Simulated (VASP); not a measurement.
# Ta2F (P-1) in VASP: single point with PBE

Aim: the single point of Ta2F with PBE.

All numbers are computed with VASP 6.6.1; they aren't measurements. Logs are shortened: lines on timing, memory, paths and dates and some standing lists are left out, and cuts for length are marked.

## (1) The cell of the first run

The typed cell holds 6 atoms: a = 2.890 Å, b = 2.890 Å, c = 13.259 Å, α = 82.07°, β = 89.51°, γ = 66.66°.

## (2) Single point, PBE

INCAR

```
SYSTEM = Ta2F
ALGO = Normal
EDIFF = 1E-6
ENCUT = 600
GGA = PE
GGA_COMPAT = .FALSE.
ISIF = 2
ISMEAR = 0
LASPH = .TRUE.
LCHARG = .FALSE.
LREAL = .FALSE.
LWAVE = .FALSE.
NBANDS = 38
NELM = 120
PREC = Accurate
SIGMA = 0.1
```

KPOINTS

```
k-points
0
G
  12 12 4
  0 0 0
```

POSCAR

```
Ta2F
1.0
    2.8896964876      0.0079744579     -0.0242653116
    1.1386083516      2.6542494131      0.0965350610
    0.2199879717      1.4166035791     13.1817295418
Ta F
4 2
Direct
    0.3216810048      0.0572732263      0.2690218293
    0.6783189952      0.9427267737      0.7309781707
    0.7717515019      0.6832857595      0.0899982356
    0.2282484981      0.3167142405      0.9100017644
    0.6934153396      0.3215453059      0.3783644183
    0.3065846604      0.6784546941      0.6216355817
```

Potentials or basis: VASP PAW PBE potentials, release 64 (Ta_pv, F).

Launch:

```sh
$ cat potpaw_PBE.64/Ta_pv/POTCAR potpaw_PBE.64/F/POTCAR > POTCAR
$ mpirun -np 1 vasp_std > vasp.out
```

OUTCAR:

```text
SYSTEM = Ta2F
   EDIFF = 1E-6
   ENCUT = 600
   GGA = PE
   ISIF = 2
   ISMEAR = 0
   LASPH = .TRUE.
   LREAL = .FALSE.
   NELM = 120
   PREC = Accurate

 ion  position               nearest neighbor table
   1  0.322  0.057  0.269-   5 2.20   5 2.27   5 2.27   3 2.83   3 2.83   3 3.35   3 3.39
   2  0.678  0.943  0.731-   6 2.20   6 2.27   6 2.27   4 2.83   4 2.83   4 3.35   4 3.39
   3  0.772  0.683  0.090-   1 2.83   1 2.83   4 2.85   4 2.85   1 3.35   4 3.37   4 3.38   1 3.39

   4  0.228  0.317  0.910-   2 2.83   2 2.83   3 2.85   3 2.85   2 3.35   3 3.37   3 3.38   2 3.39

   5  0.693  0.322  0.378-   1 2.20   1 2.27   1 2.27
   6  0.307  0.678  0.622-   2 2.20   2 2.27   2 2.27

  LATTYP: Found a triclinic cell.
 ALAT       =     2.8898093688
 B/A-ratio  =     1.0988545062
 C/A-ratio  =     5.3907182934
 COS(alpha) =     0.0017443574
 COS(beta)  =     0.4517802616
 COS(gamma) =     0.5494387087

  Lattice vectors:

 A1 = (  -2.8896964876,  -0.0079744579,   0.0242653116)
 A2 = (  -1.7510881360,   2.6462749552,   0.1208003726)
 A3 = (  -7.1379892985,  -4.0868019080, -13.2297339796)

Analysis of symmetry for initial positions (statically):
=====================================================================
 Subroutine PRICEL returns:
 Original cell was already a primitive cell.

 Routine SETGRP: Setting up the symmetry group for a
 triclinic supercell.

 Subroutine GETGRP returns: Found  2 space group operations
 (whereof  2 operations were pure point group operations)
 out of a pool of  2 trial point group operations.

The static configuration has the point symmetry S_2 .

Analysis of symmetry for dynamics (positions and initial velocities):
=====================================================================
 Subroutine PRICEL returns:
 Original cell was already a primitive cell.

 Routine SETGRP: Setting up the symmetry group for a
 triclinic supercell.

 Subroutine GETGRP returns: Found  2 space group operations
 (whereof  2 operations were pure point group operations)
 out of a pool of  2 trial point group operations.

The dynamic configuration has the point symmetry S_2 .

 Subroutine INISYM returns: Found  2 space group operations
 (whereof  2 operations are pure point group operations),
 and found     1 'primitive' translations

----------------------------------------------------------------------------------------

                                     Primitive cell

  volume of cell :     100.5639

  direct lattice vectors                    reciprocal lattice vectors
     2.889696488  0.007974458 -0.024265312     0.346554313 -0.149035528  0.010232836
     1.138608352  2.654249413  0.096535061    -0.001387093  0.378829218 -0.040688567
     0.219987972  1.416603579 13.181729542     0.000648106 -0.003048666  0.076179395

  length of vectors
     2.889809369  2.889772992 13.259455272     0.377380698  0.381010577  0.076243128

  position of ions in fractional coordinates (direct lattice)
     0.321681005  0.057273226  0.269021829
     0.678318995  0.942726774  0.730978171
     0.771751502  0.683285760  0.089998236
     0.228248498  0.316714240  0.910001764
     0.693415340  0.321545306  0.378364418
     0.306584660  0.678454694  0.621635582

  ion indices of the primitive-cell ions
   primitive index   ion index
                 1           1
                 2           2
                 3           3
                 4           4
                 5           5
                 6           6

----------------------------------------------------------------------------------------

 KPOINTS: k-points

Automatic generation of k-mesh.
 Grid dimensions read from file:
 generate k-points for:   12   12    4

 Generating k-lattice:

  Cartesian coordinates                     Fractional coordinates (reciprocal lattice)
     0.028879526 -0.012419627  0.000852736     0.083333333  0.000000000 -0.000000000
    -0.000115591  0.031569101 -0.003390714    -0.000000000  0.083333333  0.000000000
     0.000162026 -0.000762167  0.019044849    -0.000000000  0.000000000  0.250000000

  Length of vectors
     0.031448392  0.031750881  0.019060782

  Shift w.r.t. Gamma in fractional coordinates (k-lattice)
     0.000000000  0.000000000  0.000000000

 Subroutine IBZKPT returns following result:
 ===========================================

 Found    292 irreducible k-points:

 Following reciprocal coordinates:
            Coordinates               Weight
  0.000000  0.000000  0.000000      1.000000
  0.083333 -0.000000  0.000000      2.000000
  0.166667 -0.000000  0.000000      2.000000
  0.250000 -0.000000  0.000000      2.000000
  0.333333 -0.000000  0.000000      2.000000
  0.416667 -0.000000  0.000000      2.000000
[... 16 lines left out ...]
  0.250000  0.166667  0.000000      2.000000
  0.333333  0.166667  0.000000      2.000000
 [... further k-points ...]
   k-points           NKPTS =    292   k-points in BZ     NKDIM =    292   number of bands    NBANDS=     38
   number of dos      NEDOS =    301   number of ions     NIONS =      6
   total plane-waves  NPLWV =  62208
   dimension x,y,z NGX =    24 NGY =   24 NGZ =  108
   dimension x,y,z NGXF=    48 NGYF=   48 NGZF=  216
   ions per type =               4   2
   NGX,Y,Z   is equivalent  to a cutoff of  13.81, 13.81, 13.54 a.u.
   NGXF,Y,Z  is equivalent  to a cutoff of  27.61, 27.61, 27.08 a.u.
 SYSTEM =  Ta2F
   PREC   = accura    normal or accurate (medium, high low for compatibility)
   ISTART =      0    job   : 0-new  1-cont  2-samecut
   ICHARG =      2    charge: 1-file 2-atom 10-const
   ISPIN  =      1    spin polarized calculation?
   LNONCOLLINEAR =      F non collinear calculations
   LSORBIT =      F    spin-orbit coupling
   LASPH  =      T    aspherical Exc in radial PAW
   ENCUT  =  600.0 eV  44.10 Ry    6.64 a.u.   5.77  5.77 26.48*2*pi/ulx,y,z
   NELM   =    120;   NELMIN=  2; NELMDL= -5     # of ELM steps
   EDIFF  = 0.1E-05   stopping-criterion for ELM
   LREAL  =      F    real-space projection
   EDIFFG = 0.1E-04   stopping-criterion for IOM
   NSW    =      0    number of steps for IOM
   IBRION =     -1    ionic relax: 0-MD 1-quasi-New 2-CG
   NFREE  =      0    steps in history (QN), initial steepest desc. (CG)
   ISIF   =      2    stress and relaxation
   ISYM   =      2    0-nonsym 1-usesym 2-fastsym
   POTIM  = 0.5000    time-step for ionic-motion
   TEBEG  =    0.0;   TEEND  =   0.0 temperature during run
   PSTRESS=    0.0 pullay stress
   NELECT =      58.0000    total number of electrons
   NUPDOWN=      -1.0000    fix difference up-down
   EMIN   =  10.00;   EMAX   =-10.00  energy-range for DOS
   EFERMI =   0.00;   METHOD = LEGACY
   ISMEAR =     0;   SIGMA  =   0.10  broadening in eV -4-tet -1-fermi 0-gaus
   EFERMI_NEDOS =   21; number of points for ismear=-14 and -15
   IALGO  =     38    algorithm
   IMIX   =      4    mixing-type and parameters
     AMIX     =   0.40;   BMIX     =  1.00
     AMIX_MAG =   1.60;   BMIX_MAG =  1.00
  volume/ion in A,a.u.               =      16.76       113.11
  Fermi-wavevector in a.u.,A,eV,Ry     =   1.362710  2.575149 25.265732  1.856979
  Thomas-Fermi vector in A             =   2.489176
   LORBIT       =      0    0 simple, 1 ext, 2 COOP (PROOUT), +10 PAW based schemes
   GGA     = PE    functional components
   LHFCALC =     F    Hartree Fock is set to
   AEXX    =    0.0000 exact exchange contribution
   IVDW    =     0    specifies the selected vdW correction
   LEPSILON=     F    determine dielectric tensor
   LRPA    =     F    only Hartree local field effects (RPA)
 non-spin polarized calculation
 Gauss-broadening in eV      SIGMA  =   0.10
  energy-cutoff  :      600.00
  volume of cell :      100.56
 maximum number of plane-waves:      3387
   NGX = 11   NGY = 11   NGZ = 53

 number of electron      58.0000000 magnetization

 Free energy of the ion-electron system (eV)
  ---------------------------------------------------
  ext. energy  EPLUGINS =         0.00000000
  ---------------------------------------------------
  free energy    TOTEN  =       -57.79228053 eV

  energy without entropy =      -57.77452304  energy(sigma->0) =      -57.78340178

 E-fermi :   4.3267     XC(G=0): -11.1971

 val. band max:        4.3259163177   @ k =   0.0833   0.1667   0.5000
 cond. band min:       4.3571355472   @ k =   0.1667   0.1667   0.5000
 fundamental gap:      0.0312192295
 Fermi energy:         4.3266969621

 k-point     1 :       0.0000    0.0000    0.0000
  band No.  band energies     occupation
      1     -30.6903      2.00000
      2     -30.6651      2.00000
      3     -30.0874      2.00000
      4     -30.0865      2.00000
      5     -29.8465      2.00000
      6     -29.8465      2.00000
[... 30 lines left out ...]
     37       7.3093      0.00000
     38       7.4561      0.00000

 k-point     2 :       0.0833   -0.0000    0.0000
  band No.  band energies     occupation
      1     -30.6749      2.00000
      2     -30.6534      2.00000
      3     -30.1322      2.00000
      4     -30.1285      2.00000
      5     -29.8770      2.00000
      6     -29.8768      2.00000
[... 30 lines left out ...]
     37       7.3424      0.00000
     38       7.5043      0.00000

 k-point     3 :       0.1667   -0.0000    0.0000
  band No.  band energies     occupation
      1     -30.6329      2.00000
      2     -30.6217      2.00000
      3     -30.2735      2.00000
      4     -30.2635      2.00000
      5     -29.9328      2.00000
      6     -29.9323      2.00000
[... 30 lines left out ...]
     37       7.5780      0.00000
[... 781 lines left out ...]
 k-point    23 :       0.2500    0.1667    0.0000
  band No.  band energies     occupation
      1     -30.5890      2.00000
      2     -30.5737      2.00000
      3     -30.3461      2.00000
      4     -30.3419      2.00000
      5     -30.1374      2.00000
      6     -30.1366      2.00000
[... 30 lines left out ...]
     37       6.9127      0.00000
     38       7.3858      0.00000

 k-point    24 :       0.3333    0.1667    0.0000
  band No.  band energies     occupation
      1     -30.5727      2.00000
      2     -30.5717      2.00000
      3     -30.5254      2.00000
      4     -30.5145      2.00000
      5     -30.1521      2.00000
      6     -30.1502      2.00000
[... 30 lines left out ...]
     37       7.8028      0.00000
     38       8.0716      0.00000

 [... further k-points ...]

------------------------ aborting loop because EDIFF is reached ----------------------------------------

  FORCE on cell =-STRESS in cart. coord.  units (eV):
  Direction    XX          YY          ZZ          XY          YZ          ZX
  --------------------------------------------------------------------------------------
  -------------------------------------------------------------------------------------
  Total        0.0767106      0.0627404      0.0136768      0.0154845      0.0208417      0.0290515
  in kB        1.2221488      0.9995758      0.2178975      0.2466978      0.3320482      0.4628466
  external PRESSURE =       0.8132073 kB  Pullay stress =       0.0000000 kB

 VOLUME and BASIS-vectors are now :
 -----------------------------------------------------------------------------
  energy-cutoff  :      600.00
  volume of cell :      100.56
      direct lattice vectors                 reciprocal lattice vectors
     2.889696488  0.007974458 -0.024265312     0.346554313 -0.149035528  0.010232836
     1.138608352  2.654249413  0.096535061    -0.001387093  0.378829218 -0.040688567
     0.219987972  1.416603579 13.181729542     0.000648106 -0.003048666  0.076179395

 POSITION                                       TOTAL-FORCE (eV/Angst)
 -----------------------------------------------------------------------------------
      1.05395      0.53568      3.54390        -0.010887     -0.005724     -0.033820
      3.19434      3.54315      9.71010         0.010887      0.005724      0.033820
      3.02792      1.94726      1.23357        -0.000268     -0.000109      0.007464
      1.22037      2.13157     12.02043         0.000268      0.000109     -0.007464
      2.45311      1.39498      5.00171         0.010877      0.004914      0.034133
      1.79518      2.68384      8.25229        -0.010877     -0.004914     -0.034133
 -----------------------------------------------------------------------------------
    total drift:                                0.000000      0.000000     -0.000000

  FREE ENERGIE OF THE ION-ELECTRON SYSTEM (eV)
  ---------------------------------------------------
  free  energy   TOTEN  =       -57.7922805265 eV

  energy  without entropy=      -57.7745230367  energy(sigma->0) =      -57.78340178
```

Wall time 37 min (1 thread of Intel Xeon 8259CL, shared host); peak memory 1 GiB.

Results:

```yaml
Free_energy: -57.7923 eV
Pressure: 0.1 GPa
Largest_force: 0.036 eV/Å
Band_gap_on_the_k_mesh: zero (bands 29 and 30 overlap by 1.61 eV)
```

Forces on the atoms (eV/Å):
```
Ta  -0.011 -0.006 -0.034
Ta   0.011  0.006  0.034
Ta   0.000  0.000  0.007
Ta   0.000  0.000 -0.007
F    0.011  0.005  0.034
F   -0.011 -0.005 -0.034
```

Levels at points of the mesh, in eV from the Fermi level:
```tsv
k point	band 25	band 26	band 27	band 28	band 29	band 30	band 31	band 32	band 33	band 34
(0.00, 0.00, 0.00)	-0.89	-0.65	-0.22	-0.05	0.08	0.17	0.85	1.23	2.03	2.24
(0.50, 0.00, 0.00)	-1.82	-1.81	-1.38	-1.05	0.31	0.45	3.31	3.35	3.36	3.70
(0.00, 0.50, 0.00)	-1.82	-1.81	-1.39	-1.05	0.31	0.45	3.30	3.35	3.36	3.70
(0.50, 0.50, 0.00)	-2.44	-2.10	-0.49	-0.43	0.94	1.36	2.21	2.89	3.29	3.90
(0.00, 0.00, 0.50)	-0.89	-0.65	-0.21	-0.04	0.08	0.18	0.85	1.23	2.01	2.24
(0.50, 0.00, 0.50)	-1.82	-1.81	-1.39	-1.05	0.31	0.45	3.30	3.36	3.36	3.70
(0.00, 0.50, 0.50)	-1.82	-1.81	-1.38	-1.05	0.31	0.45	3.31	3.35	3.35	3.70
(0.50, 0.50, 0.50)	-2.44	-2.11	-0.49	-0.42	0.94	1.36	2.20	2.88	3.28	3.86
```

Caveat: spin-orbit coupling is left out, which moves the levels of the heavy elements.
